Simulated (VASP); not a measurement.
# AlH6 (P6/mmm) in VASP: further runs, part 2 of 3

VASP 6.6.1. The steps go on from the part before.

### 3 Single point, PBE

This run uses another cell than the first one, of 7.32 Å³/atom, 0.637 times its volume.

Contents of INCAR:

```
PREC = Accurate
ENCUT = 520
EDIFF = 1E-6
ISMEAR = 0
SIGMA = 0.1
LREAL = False
LASPH = True
NELM = 100
ALGO = Normal
ISIF = 2
LWAVE = False
LCHARG = False
GGA = PE
NBANDS = 14
```

Contents of KPOINTS:

```
Automatic mesh
0
Gamma
  6 6 4
```

Contents of POSCAR:

```
AlH6
1.0
    3.8037012400      0.0000000000      0.0000000000
   -1.9018506200      3.2941019000      0.0000000000
    0.0000000000      0.0000000000      4.0907169600
Al H
1 6
Direct
    0.0000000000      0.0000000000      0.5000000000
    0.6352148200      0.0000000000      0.5000000000
    0.0000000000      0.6352148200      0.5000000000
    0.3647851800      0.3647851800      0.5000000000
    0.3647851800      0.0000000000      0.5000000000
    0.0000000000      0.3647851800      0.5000000000
    0.6352148200      0.6352148200      0.5000000000
```

Potentials or basis: VASP PAW PBE potentials, release 64 (Al, H).

On the command line:

```bash
$ cat potpaw_PBE.64/Al/POTCAR potpaw_PBE.64/H/POTCAR > POTCAR
$ mpirun -np 1 vasp_std > vasp.out
```

OUTCAR:

```text
PREC = Accurate
   ENCUT = 520
   EDIFF = 1E-6
   ISMEAR = 0
   LREAL = False
   LASPH = True
   NELM = 100
   ISIF = 2
   GGA = PE

 ion  position               nearest neighbor table
   1  0.000  0.000  0.500-   3 1.39   4 1.39   6 1.39   7 1.39   2 1.39   5 1.39
   2  0.635  0.000  0.500-   1 1.39
   3  0.000  0.635  0.500-   1 1.39
   4  0.365  0.365  0.500-   1 1.39
   5  0.365  0.000  0.500-   1 1.39
   6  0.000  0.365  0.500-   1 1.39
   7  0.635  0.635  0.500-   1 1.39

  LATTYP: Found a hexagonal cell.
 ALAT       =     3.8037012400
 C/A-ratio  =     1.0754569568

  Lattice vectors:

 A1 = (   3.8037012400,   0.0000000000,   0.0000000000)
 A2 = (  -1.9018506200,   3.2941019000,   0.0000000000)
 A3 = (   0.0000000000,   0.0000000000,   4.0907169600)

Analysis of symmetry for initial positions (statically):
=====================================================================
 Subroutine PRICEL returns:
 Original cell was already a primitive cell.

 Routine SETGRP: Setting up the symmetry group for a
 hexagonal supercell.

 Subroutine GETGRP returns: Found 24 space group operations
 (whereof 24 operations were pure point group operations)
 out of a pool of 24 trial point group operations.

The static configuration has the point symmetry D_6h.

Analysis of symmetry for dynamics (positions and initial velocities):
=====================================================================
 Subroutine PRICEL returns:
 Original cell was already a primitive cell.

 Routine SETGRP: Setting up the symmetry group for a
 hexagonal supercell.

 Subroutine GETGRP returns: Found 24 space group operations
 (whereof 24 operations were pure point group operations)
 out of a pool of 24 trial point group operations.

The dynamic configuration has the point symmetry D_6h.

 Subroutine INISYM returns: Found 24 space group operations
 (whereof 24 operations are pure point group operations),
 and found     1 'primitive' translations

----------------------------------------------------------------------------------------

                                     Primitive cell

  volume of cell :      51.2558

  direct lattice vectors                    reciprocal lattice vectors
     3.803701240  0.000000000  0.000000000     0.262901826  0.151786440  0.000000000
    -1.901850620  3.294101900  0.000000000     0.000000000  0.303572880  0.000000000
     0.000000000  0.000000000  4.090716960     0.000000000  0.000000000  0.244455925

  length of vectors
     3.803701240  3.803701238  4.090716960     0.303572880  0.303572880  0.244455925

  position of ions in fractional coordinates (direct lattice)
     0.000000000  0.000000000  0.500000000
     0.635214820  0.000000000  0.500000000
     0.000000000  0.635214820  0.500000000
     0.364785180  0.364785180  0.500000000
     0.364785180  0.000000000  0.500000000
     0.000000000  0.364785180  0.500000000
     0.635214820  0.635214820  0.500000000

  ion indices of the primitive-cell ions
   primitive index   ion index
                 1           1
                 2           2
                 3           3
                 4           4
[... 56 lines left out ...]
   dimension x,y,z NGX =    28 NGY =   28 NGZ =   30
   dimension x,y,z NGXF=    56 NGYF=   56 NGZF=   60
   ions per type =               1   6
   NGX,Y,Z   is equivalent  to a cutoff of  12.24, 12.24, 12.19 a.u.
   NGXF,Y,Z  is equivalent  to a cutoff of  24.48, 24.48, 24.38 a.u.
 SYSTEM =  unknown system
   PREC   = accura    normal or accurate (medium, high low for compatibility)
   ISTART =      0    job   : 0-new  1-cont  2-samecut
   ICHARG =      2    charge: 1-file 2-atom 10-const
   ISPIN  =      1    spin polarized calculation?
   LNONCOLLINEAR =      F non collinear calculations
   LSORBIT =      F    spin-orbit coupling
   LASPH  =      T    aspherical Exc in radial PAW
   ENCUT  =  520.0 eV  38.22 Ry    6.18 a.u.   7.07  7.07  7.61*2*pi/ulx,y,z
   NELM   =    100;   NELMIN=  2; NELMDL= -5     # of ELM steps
   EDIFF  = 0.1E-05   stopping-criterion for ELM
   LREAL  =      F    real-space projection
   EDIFFG = 0.1E-04   stopping-criterion for IOM
   NSW    =      0    number of steps for IOM
   IBRION =     -1    ionic relax: 0-MD 1-quasi-New 2-CG
   NFREE  =      0    steps in history (QN), initial steepest desc. (CG)
   ISIF   =      2    stress and relaxation
   ISYM   =      2    0-nonsym 1-usesym 2-fastsym
   POTIM  = 0.5000    time-step for ionic-motion
   TEBEG  =    0.0;   TEEND  =   0.0 temperature during run
   PSTRESS=    0.0 pullay stress
   NELECT =       9.0000    total number of electrons
   NUPDOWN=      -1.0000    fix difference up-down
   EMIN   =  10.00;   EMAX   =-10.00  energy-range for DOS
   EFERMI =   0.00;   METHOD = LEGACY
   ISMEAR =     0;   SIGMA  =   0.10  broadening in eV -4-tet -1-fermi 0-gaus
   EFERMI_NEDOS =   21; number of points for ismear=-14 and -15
   IALGO  =     38    algorithm
   IMIX   =      4    mixing-type and parameters
     AMIX     =   0.40;   BMIX     =  1.00
     AMIX_MAG =   1.60;   BMIX_MAG =  1.00
  volume/ion in A,a.u.               =       7.32        49.41
  Fermi-wavevector in a.u.,A,eV,Ry     =   0.916730  1.732368 11.434250  0.840394
  Thomas-Fermi vector in A             =   2.041618
   LORBIT       =      0    0 simple, 1 ext, 2 COOP (PROOUT), +10 PAW based schemes
   GGA     = PE    functional components
   LHFCALC =     F    Hartree Fock is set to
   AEXX    =    0.0000 exact exchange contribution
   IVDW    =     0    specifies the selected vdW correction
   LEPSILON=     F    determine dielectric tensor
   LRPA    =     F    only Hartree local field effects (RPA)
 non-spin polarized calculation
 Gauss-broadening in eV      SIGMA  =   0.10
  energy-cutoff  :      520.00
  volume of cell :       51.26
 maximum number of plane-waves:      1396
   NGX = 15   NGY = 15   NGZ = 15

 number of electron       8.9999999 magnetization

 Free energy of the ion-electron system (eV)
  ---------------------------------------------------
  ext. energy  EPLUGINS =         0.00000000
  ---------------------------------------------------
  free energy    TOTEN  =       -13.13517962 eV

  energy without entropy =      -13.11681761  energy(sigma->0) =      -13.12599861

 E-fermi :   1.7441     XC(G=0):  -7.7881

 val. band max:        1.7082090839   @ k =   0.1667   0.1667   0.0000
 cond. band min:       1.7462361316   @ k =   0.1667   0.1667   0.2500
 fundamental gap:      0.0380270477
 Fermi energy:         1.7441286881

 k-point     1 :       0.0000    0.0000    0.0000
  band No.  band energies     occupation
      1     -12.1476      2.00000
      2      -2.1707      2.00000
      3      -2.1707      2.00000
      4      -1.0191      2.00000
      5      -1.0191      2.00000
      6       3.0695      0.00000
      7       3.2650      0.00000
      8       8.6998      0.00000
      9       9.3016      0.00000
     10      14.0064      0.00000
     11      14.0064      0.00000
     12      16.3109      0.00000
     13      17.0552      0.00000
     14      17.0552      0.00000
[... 326 lines left out ...]
      1      -8.0009      2.00000
      2      -8.0009      2.00000
      3      -7.6956      2.00000
      4       2.4350      0.00000
      5       4.6988      0.00000
      6       4.9418      0.00000
      7       4.9418      0.00000
      8       5.2153      0.00000
      9       5.2153      0.00000
     10      12.9815      0.00000
     11      17.0921      0.00000
     12      17.0921      0.00000
     13      17.7182      0.00000
     14      17.7235      0.00000

------------------------ aborting loop because EDIFF is reached ----------------------------------------

  FORCE on cell =-STRESS in cart. coord.  units (eV):
  Direction    XX          YY          ZZ          XY          YZ          ZX
  --------------------------------------------------------------------------------------
  -------------------------------------------------------------------------------------
  Total       27.1718548     27.1718548     -1.1064812      0.0000000      0.0000000      0.0000000
  in kB      849.3506210    849.3506199    -34.5869109      0.0000000      0.0000000      0.0000000
  external PRESSURE =     554.7047767 kB  Pullay stress =       0.0000000 kB

 VOLUME and BASIS-vectors are now :
 -----------------------------------------------------------------------------
  energy-cutoff  :      520.00
  volume of cell :       51.26
      direct lattice vectors                 reciprocal lattice vectors
     3.803701240  0.000000000  0.000000000     0.262901826  0.151786440  0.000000000
    -1.901850620  3.294101900  0.000000000     0.000000000  0.303572880  0.000000000
     0.000000000  0.000000000  4.090716960     0.000000000  0.000000000  0.244455925

 POSITION                                       TOTAL-FORCE (eV/Angst)
 -----------------------------------------------------------------------------------
      0.00000      0.00000      2.04536         0.000000     -0.000000     -0.000000
      2.41617      0.00000      2.04536        -4.911442     -0.000000      0.000000
     -1.20808      2.09246      2.04536         2.455721     -4.253434      0.000000
      0.69377      1.20164      2.04536         2.455721      4.253434     -0.000000
      1.38753      0.00000      2.04536         4.911442     -0.000000      0.000000
     -0.69377      1.20164      2.04536        -2.455721      4.253434     -0.000000
      1.20808      2.09246      2.04536        -2.455721     -4.253434      0.000000
 -----------------------------------------------------------------------------------
    total drift:                               -0.000000      0.000000      0.000000

  FREE ENERGIE OF THE ION-ELECTRON SYSTEM (eV)
  ---------------------------------------------------
  free  energy   TOTEN  =       -13.1351796161 eV

  energy  without entropy=      -13.1168176127  energy(sigma->0) =      -13.12599861
```

It took 8.1 s on 1 thread of AMD EPYC 9R45 (Zen 5), shared host; peak memory 0.12 GiB.

Results:

```
Free energy   : -13.1352 eV
Pressure      : 55.5 GPa
Largest force : 4.911 eV/Å
```

Forces in eV/Å, atoms in the order of the input:
```
Al   0.000  0.000  0.000
H   -4.911  0.000  0.000
H    2.456 -4.253  0.000
H    2.456  4.253  0.000
H    4.911  0.000  0.000
H   -2.456  4.253  0.000
H   -2.456 -4.253  0.000
```

Levels at points of the mesh, in eV from the Fermi level:
| k point | band 1 | band 2 | band 3 | band 4 | band 5 | band 6 | band 7 | band 8 |
| --- | --- | --- | --- | --- | --- | --- | --- | --- |
| (0.00, 0.00, 0.00) | -13.89 | -3.91 | -3.91 | -2.76 | -2.76 | 1.33 | 1.52 | 6.96 |
| (0.50, 0.00, 0.00) | -10.80 | -10.70 | -6.37 | -2.06 | 3.41 | 4.30 | 5.42 | 5.77 |
| (0.00, 0.00, 0.50) | -13.77 | -3.87 | -3.87 | -2.67 | -2.67 | -2.13 | 6.08 | 8.03 |
| (0.50, 0.00, 0.50) | -10.70 | -10.57 | -6.29 | -1.84 | 0.21 | 2.35 | 5.47 | 5.84 |

Caveat: the k points lie up to 0.38 Å⁻¹ apart; forces of over 1 eV/Å act on the atoms, so gaps and moduli don't describe the material at rest.

### 4 Single point, PBE

This run uses another cell than the first one, of 12.32 Å³/atom, 1.072 times its volume.

Contents of INCAR:

```
PREC = Accurate ; ENCUT = 520
EDIFF = 1E-7 ; ISMEAR = 0
SIGMA = 0.1 ; LREAL = False
LASPH = True ; NELM = 100
ALGO = Normal ; ISIF = 2
LWAVE = False ; LCHARG = True
GGA = PE ; LELF = True
LVHAR = True ; NBANDS = 14
```

KPOINTS is that of step 3.

Contents of POSCAR:

```
AlH6
1.0
    5.9188569797      0.0000000000      0.0000000000
   -2.9594284899      5.1258805058      0.0000000000
    0.0000000000      0.0000000000      2.8415547909
Al H
1 6
Direct
    0.0000000000      0.0000000000      0.5000000000
    0.5649566109      0.0000000000      0.5000000000
    0.0000000000      0.5649566109      0.5000000000
    0.4350433891      0.4350433891      0.5000000000
    0.4350433891      0.0000000000      0.5000000000
    0.0000000000      0.4350433891      0.5000000000
    0.5649566109      0.5649566109      0.5000000000
```

On the command line:

```bash
$ cat potpaw_PBE.64/Al/POTCAR potpaw_PBE.64/H/POTCAR > POTCAR
$ mpirun -np 1 vasp_std > vasp.out
```

It took 19 s on 1 thread of AMD EPYC 9R45 (Zen 5), shared host; peak memory 0.19 GiB.

It converged, with:

```yaml
Free_energy: -22.2417 eV
Pressure: 0.0 GPa
Largest_force: 0.014 eV/Å
```

Forces on the atoms (eV/Å):
```
Al   0.000  0.000  0.000
H    0.014  0.000  0.000
H   -0.007  0.012  0.000
H   -0.007 -0.012  0.000
H   -0.014  0.000  0.000
H    0.007 -0.012  0.000
H    0.007  0.012  0.000
```

Stress tensor (GPa, compression positive):
```
 0.10  0.00  0.00
 0.00  0.10  0.00
 0.00  0.00 -0.26
```

Levels at points of the mesh, in eV from the Fermi level:
```csv
k point,band 1,band 2,band 3,band 4,band 5,band 6,band 7,band 8,band 9,band 10
"(0.00, 0.00, 0.00)",-8.90,-6.87,-6.87,-4.37,-1.09,-1.09,3.94,8.17,8.38,8.38
"(0.50, 0.00, 0.00)",-8.05,-7.88,-6.98,-5.17,-0.08,1.80,3.72,4.00,5.89,7.10
"(0.00, 0.00, 0.50)",-7.41,-6.00,-6.00,-1.40,-0.31,1.75,1.75,4.95,5.48,5.48
"(0.50, 0.00, 0.50)",-6.90,-6.58,-6.06,-1.39,-1.23,2.70,3.30,4.81,4.82,5.95
```

Caveat: the k points lie up to 0.55 Å⁻¹ apart.

(Part 2 of 3 ends here.)
